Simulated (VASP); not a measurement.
Runs of VASP 6.6.1 on C. The structure is that of space group P6_3/mmc (No. 194), or close to it. The cells are those of the table. 

```csv
cell,gap on the mesh (eV),pressure (GPa),largest force (eV/Å)
"a = 2.455, b = 2.455, c = 7.889 Å, angles 90.0, 90.0, 120.0°, 8 atoms",4.43,(a),0.21
"a = 2.455, b = 2.455, c = 8.512 Å, angles 90.0, 90.0, 120.0°, 8 atoms",4.22,14.0,0.10
"a = 2.518, b = 2.518, c = 8.512 Å, angles 90.0, 90.0, 120.0°, 8 atoms",4.67,(d),0.04
"a = 2.581, b = 2.581, c = 8.305 Å, angles 90.0, 90.0, 120.0°, 8 atoms",(c),-18.7,0.07
"a = 2.644, b = 2.644, c = 7.889 Å, angles 90.0, 90.0, 120.0°, 8 atoms",3.07,-12.0,0.67
"a = 2.455, b = 2.455, c = 8.097 Å, angles 90.0, 90.0, 120.0°, 8 atoms",4.72,38.9,0.07
"a = 2.581, b = 2.581, c = 7.889 Å, angles 90.0, 90.0, 120.0°, 8 atoms",(b),5.2,0.59
"a = 2.518, b = 2.518, c = 8.097 Å, angles 90.0, 90.0, 120.0°, 8 atoms",4.29,12.7,0.13
```

Alike in all rows: task single point; level PBE; potentials or basis VASP PAW PBE potentials, release 64 (C); no spin polarisation; k mesh 12 × 12 × 4; cutoff (eV) 520; smearing gaussian 0.05 eV.

Estimate the missing entries.

(a) 55.0; (b) 3.50; (c) 4.14; (d) -9.4.

A k mesh can miss the band edges.
